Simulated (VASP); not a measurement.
# GaSb3 (Fm-3m) in VASP: further runs

The runs below take GaSb3 through single point, with PBEsol, PBE-based screened hybrid with 50 % exact exchange.

Everything below comes from runs of VASP 6.6.1. Logs are shortened: lines on timing, memory, paths and dates and some standing lists are left out, and cuts for length are marked.

## Step 1: The cell of the first run

Symmetry: Fm-3m, No. 225, cubic system. Conventional cell: a = 7.461 Å, b = 7.461 Å, c = 7.461 Å, α = 90.00°, β = 90.00°, γ = 90.00°. Sb (site symmetry m-3m) has 8 Sb at 3.23 Å and 6 Ga at 3.73 Å within 4.3 Å. Within 4.3 Å of Sb (site symmetry -43m) lie 10 Sb at 3.23 to 3.73 Å and 4 Ga at 3.23 Å. Ga (site symmetry m-3m) has 14 Sb at 3.23 to 3.73 Å within 4.3 Å.

## Step 2: Single point, PBEsol

INCAR

```
SYSTEM = GaSb3
PREC     = Accurate       ! precision mode
ENCUT    = 520            ! plane-wave cutoff, eV
EDIFF    = 1E-6           ! SCF threshold, eV
ISMEAR   = -1             ! smearing method
SIGMA    = 0.03           ! smearing width, eV
LREAL    = .FALSE.        ! projectors in reciprocal space
LASPH    = .TRUE.         ! aspherical terms in the spheres
NELM     = 100            ! most SCF steps
ALGO     = Normal         ! electronic algorithm
ISIF     = 2              ! what is computed and relaxed
LWAVE    = .FALSE.        ! write WAVECAR
LCHARG   = .FALSE.        ! write CHGCAR
GGA      = PS             ! functional
NBANDS   = 22             ! bands
```

KPOINTS

```
Automatic mesh
0
G
  4 4 4
  0 0 0
```

POSCAR

```
GaSb3
1.0
    0.0000000000      3.7305950000      3.7305950000
    3.7305950000      0.0000000000      3.7305950000
    3.7305950000      3.7305950000      0.0000000000
Sb Ga
3 1
Direct
    0.5000000000      0.5000000000      0.5000000000
    0.7500000000      0.7500000000      0.7500000000
    0.2500000000      0.2500000000      0.2500000000
    0.0000000000      0.0000000000      0.0000000000
```

Potentials or basis: VASP PAW PBE potentials, release 64 (Sb, Ga_d).

Command:

```bash
$ cat potpaw_PBE.64/Sb/POTCAR potpaw_PBE.64/Ga_d/POTCAR > POTCAR
$ mpirun -np 1 vasp_std > vasp.out
```

OUTCAR:

```text
SYSTEM = GaSb3
   PREC = Accurate
   ENCUT = 520
   EDIFF = 1E-6
   ISMEAR = -1
   LREAL = .FALSE.
   LASPH = .TRUE.
   NELM = 100
   ISIF = 2
   GGA = PS

 ion  position               nearest neighbor table
   1  0.500  0.500  0.500-   3 3.23   3 3.23   3 3.23   2 3.23   3 3.23   2 3.23   2 3.23   2 3.23

   2  0.750  0.750  0.750-   1 3.23   1 3.23   1 3.23   1 3.23   4 3.23   4 3.23   4 3.23   4 3.23
                             3 3.73   3 3.73   3 3.73   3 3.73   3 3.73   3 3.73
   3  0.250  0.250  0.250-   4 3.23   4 3.23   4 3.23   1 3.23   4 3.23   1 3.23   1 3.23   1 3.23
                             2 3.73   2 3.73   2 3.73   2 3.73   2 3.73   2 3.73
   4  0.000  0.000  0.000-   2 3.23   2 3.23   2 3.23   2 3.23   3 3.23   3 3.23   3 3.23   3 3.23

  LATTYP: Found a face centered cubic cell.
 ALAT       =     7.4611900000

  Lattice vectors:

 A1 = (   0.0000000000,   3.7305950000,   3.7305950000)
 A2 = (   3.7305950000,   0.0000000000,   3.7305950000)
 A3 = (   3.7305950000,   3.7305950000,   0.0000000000)

Analysis of symmetry for initial positions (statically):
=====================================================================
 Subroutine PRICEL returns:
 Original cell was already a primitive cell.

 Routine SETGRP: Setting up the symmetry group for a
 face centered cubic supercell.

 Subroutine GETGRP returns: Found 48 space group operations
 (whereof 48 operations were pure point group operations)
 out of a pool of 48 trial point group operations.

The static configuration has the point symmetry O_h .

Analysis of symmetry for dynamics (positions and initial velocities):
=====================================================================
 Subroutine PRICEL returns:
 Original cell was already a primitive cell.

 Routine SETGRP: Setting up the symmetry group for a
 face centered cubic supercell.

 Subroutine GETGRP returns: Found 48 space group operations
 (whereof 48 operations were pure point group operations)
 out of a pool of 48 trial point group operations.

The dynamic configuration has the point symmetry O_h .

 Subroutine INISYM returns: Found 48 space group operations
 (whereof 48 operations are pure point group operations),
 and found     1 'primitive' translations

----------------------------------------------------------------------------------------

                                     Primitive cell

[... 75 lines left out ...]
   ENCUT  =  520.0 eV  38.22 Ry    6.18 a.u.   9.81  9.81  9.81*2*pi/ulx,y,z
   NELM   =    100;   NELMIN=  2; NELMDL= -5     # of ELM steps
   EDIFF  = 0.1E-05   stopping-criterion for ELM
   LREAL  =      F    real-space projection
   EDIFFG = 0.1E-04   stopping-criterion for IOM
   NSW    =      0    number of steps for IOM
   IBRION =     -1    ionic relax: 0-MD 1-quasi-New 2-CG
   NFREE  =      0    steps in history (QN), initial steepest desc. (CG)
   ISIF   =      2    stress and relaxation
   ISYM   =      2    0-nonsym 1-usesym 2-fastsym
   POTIM  = 0.5000    time-step for ionic-motion
   TEBEG  =    0.0;   TEEND  =   0.0 temperature during run
   PSTRESS=    0.0 pullay stress
   NELECT =      28.0000    total number of electrons
   NUPDOWN=      -1.0000    fix difference up-down
   EMIN   =  10.00;   EMAX   =-10.00  energy-range for DOS
   EFERMI =   0.00;   METHOD = LEGACY
   ISMEAR =    -1;   SIGMA  =   0.03  broadening in eV -4-tet -1-fermi 0-gaus
   EFERMI_NEDOS =   21; number of points for ismear=-14 and -15
   IALGO  =     38    algorithm
   IMIX   =      4    mixing-type and parameters
     AMIX     =   0.40;   BMIX     =  1.00
     AMIX_MAG =   1.60;   BMIX_MAG =  1.00
  volume/ion in A,a.u.               =      25.96       175.19
  Fermi-wavevector in a.u.,A,eV,Ry     =   1.057644  1.998657 15.219617  1.118610
  Thomas-Fermi vector in A             =   2.192924
   LORBIT       =      0    0 simple, 1 ext, 2 COOP (PROOUT), +10 PAW based schemes
   GGA     = PS    functional components
   LHFCALC =     F    Hartree Fock is set to
   AEXX    =    0.0000 exact exchange contribution
   IVDW    =     0    specifies the selected vdW correction
   LEPSILON=     F    determine dielectric tensor
   LRPA    =     F    only Hartree local field effects (RPA)
 non-spin polarized calculation
  energy-cutoff  :      520.00
  volume of cell :      103.84
 maximum number of plane-waves:      2826
   NGX = 19   NGY = 19   NGZ = 19

 number of electron      28.0000014 magnetization

 Free energy of the ion-electron system (eV)
  ---------------------------------------------------
  ext. energy  EPLUGINS =         0.00000000
  ---------------------------------------------------
  free energy    TOTEN  =       -16.05470605 eV

  energy without entropy =      -16.03413086  energy(sigma->0) =      -16.04441845

 E-fermi :   7.3387     XC(G=0): -10.3084

 val. band max:        7.2491375750   @ k =   0.5000   0.0000   0.0000
 cond. band min:       7.3563627336   @ k =   0.5000   0.2500   0.0000
 fundamental gap:      0.1072251586
 Fermi energy:         7.3386760079

 k-point     1 :       0.0000    0.0000    0.0000
  band No.  band energies     occupation
      1      -7.4555      2.00000
      2      -7.4555      2.00000
      3      -7.4555      2.00000
      4      -7.4425      2.00000
      5      -7.4425      2.00000
      6      -5.1598      2.00000
[... 189 lines left out ...]
     21      11.3336      0.00000
     22      15.4150      0.00000

------------------------ aborting loop because EDIFF is reached ----------------------------------------

  FORCE on cell =-STRESS in cart. coord.  units (eV):
  Direction    XX          YY          ZZ          XY          YZ          ZX
  --------------------------------------------------------------------------------------
  -------------------------------------------------------------------------------------
  Total       -3.4540802     -3.4540802     -3.4540802     -0.0000000     -0.0000000      0.0000000
  in kB      -53.2940455    -53.2940455    -53.2940455     -0.0000000     -0.0000000      0.0000000
  external PRESSURE =     -53.2940455 kB  Pullay stress =       0.0000000 kB

 VOLUME and BASIS-vectors are now :
 -----------------------------------------------------------------------------
  energy-cutoff  :      520.00
  volume of cell :      103.84
      direct lattice vectors                 reciprocal lattice vectors
     0.000000000  3.730595000  3.730595000    -0.134026878  0.134026878  0.134026878
     3.730595000  0.000000000  3.730595000     0.134026878 -0.134026878  0.134026878
     3.730595000  3.730595000  0.000000000     0.134026878  0.134026878 -0.134026878

 POSITION                                       TOTAL-FORCE (eV/Angst)
 -----------------------------------------------------------------------------------
      3.73060      3.73060      3.73060         0.000000     -0.000000     -0.000000
      5.59589      5.59589      5.59589        -0.000000     -0.000000     -0.000000
      1.86530      1.86530      1.86530         0.000000      0.000000      0.000000
      0.00000      0.00000      0.00000         0.000000     -0.000000     -0.000000
 -----------------------------------------------------------------------------------
    total drift:                               -0.000000      0.000000      0.000000

  FREE ENERGIE OF THE ION-ELECTRON SYSTEM (eV)
  ---------------------------------------------------
  free  energy   TOTEN  =       -16.0547060484 eV

  energy  without entropy=      -16.0341308601  energy(sigma->0) =      -16.04441845
```

stdout:

```text
POSCAR found type information on POSCAR SbGa
 POSCAR found :  2 types and       4 ions
 scaLAPACK will be used
 -----------------------------------------------------------------------------
|                                                                             |
|                                                                             |
|     You enforced a specific xc type in the INCAR file but a different       |
|     I HOPE YOU KNOW WHAT YOU ARE DOING!                                     |
|                                                                             |
 -----------------------------------------------------------------------------

 LDA part: xc-table for (Slater+PW92), standard interpolation
 POSCAR, INCAR and KPOINTS ok, starting setup
 FFT: planning ... GRIDC
 FFT: planning ... GRID_SOFT
 FFT: planning ... GRID
 WAVECAR not read
 entering main loop
```

Run time: 42 s. Hardware: 1 thread of Intel Xeon 8259CL, shared host; peak memory 0.24 GiB.

What came out:

| Property | Result |
| --- | --- |
| Free energy | -16.0547 eV |
| Pressure | -5.3 GPa |
| Band gap on the k mesh | zero (bands 14 and 15 overlap by 3.80 eV) |

Caveat: the k points lie up to 0.36 Å⁻¹ apart, too coarse for converged energies and pressures of a metal; the PAW data sets were made with another functional, which shifts forces and pressure a little; spin-orbit coupling is left out, which moves the levels of the heavy elements.

## Step 3: Single point, PBE-based screened hybrid with 50 % exact exchange

POSCAR is that of step 2.

INCAR.step1

```
PREC = Accurate
ENCUT = 520
EDIFF = 1E-5
ISMEAR = -1
SIGMA = 0.05
LREAL = False
LASPH = True
NELM = 80
ALGO = Normal
ISIF = 2
LWAVE = True
NBANDS = 22
GGA = PE
```

INCAR.step2

```
PREC = Accurate
ENCUT = 520
EDIFF = 1E-6
ISMEAR = -1
SIGMA = 0.05
LREAL = False
LASPH = True
NELM = 80
ALGO = Normal
ISIF = 2
LWAVE = False
LCHARG = True
GGA = PE
LHFCALC = True
AEXX = 0.5
HFSCREEN = 0.2078699
PRECFOCK = Normal
LELF = True
LVHAR = True
NBANDS = 22
ISTART = 1
```

KPOINTS

```
regular mesh
0
Gamma
  4 4 4
```

Potentials or basis: VASP PAW PBE potentials, release 64 (Sb, Ga_d).

Command:

```bash
$ cat potpaw_PBE.64/Sb/POTCAR potpaw_PBE.64/Ga_d/POTCAR > POTCAR
$ cp INCAR.step1 INCAR
$ mpirun -np 1 vasp_std > vasp.out
$ cp INCAR.step2 INCAR
$ mpirun -np 1 vasp_std > vasp.out
```

It took 47 min on 1 thread of Intel Xeon Platinum 8488C (Sapphire Rapids), shared host; peak memory 0.37 GiB.

The run converged. Its results:

| Property | Result |
| --- | --- |
| Free energy | -21.7692 eV |
| Pressure | -9.2 GPa |
| Band gap on the k mesh | zero (bands 14 and 15 overlap by 4.81 eV) |

Levels at points of the mesh, in eV from the Fermi level:
```csv
k point,band 11,band 12,band 13,band 14,band 15,band 16,band 17,band 18
"(0.00, 0.00, 0.00)",-3.40,-3.21,-3.19,-3.19,-3.19,-0.90,-0.90,-0.90
"(0.50, 0.00, 0.00)",-4.68,-3.37,-3.37,-0.33,0.12,2.54,2.54,3.75
"(0.50, 0.50, 0.00)",-6.67,0.96,1.13,1.13,1.51,2.37,2.37,2.43
```

Caveat: the k points lie up to 0.36 Å⁻¹ apart, too coarse for converged energies and pressures of a metal; the PAW data sets were made with another functional, which shifts forces and pressure a little; spin-orbit coupling is left out, which moves the levels of the heavy elements.

(Part 1 of 2 ends here.)

The gap in the log of VASP goes by the Fermi energy; the results here count the filled bands.